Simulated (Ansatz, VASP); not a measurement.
**SiC: VASP beside Ansatz**

```
CELL_PARAMETERS angstrom
0.00000 2.17400 2.17400
2.17400 0.00000 2.17400
2.17400 2.17400 0.00000
ATOMIC_POSITIONS crystal
Si 0.00000 0.00000 0.00000
C 0.75000 0.75000 0.75000
```

Alike in both runs: task single point; functional LDA; k mesh 8 × 8 × 8; occupations gaussian, width 0.1 eV; no spin polarisation.

```csv
,VASP,Ansatz
version,VASP 6.6.1,Ansatz 0.2.0
potentials or method,"VASP PAW LDA potentials, release 64 (Si, C), cutoff 600 eV","scalar-relativistic, plane waves, PAW"
valence electrons in the cell,8,8
```

|  | VASP | Ansatz | Ansatz less VASP |
| --- | --- | --- | --- |
| gap on the k mesh at the Fermi level (eV) | 1.30 | 1.31 | +0.012 |
| least direct gap on the mesh (eV) | 4.51 | 4.52 | +0.012 |
| pressure (GPa) | -2.7 | -2.9 | -0.26 |

LDA's correlation is that of Perdew and Zunger in VASP and of Perdew and Wang (1992) in Ansatz.
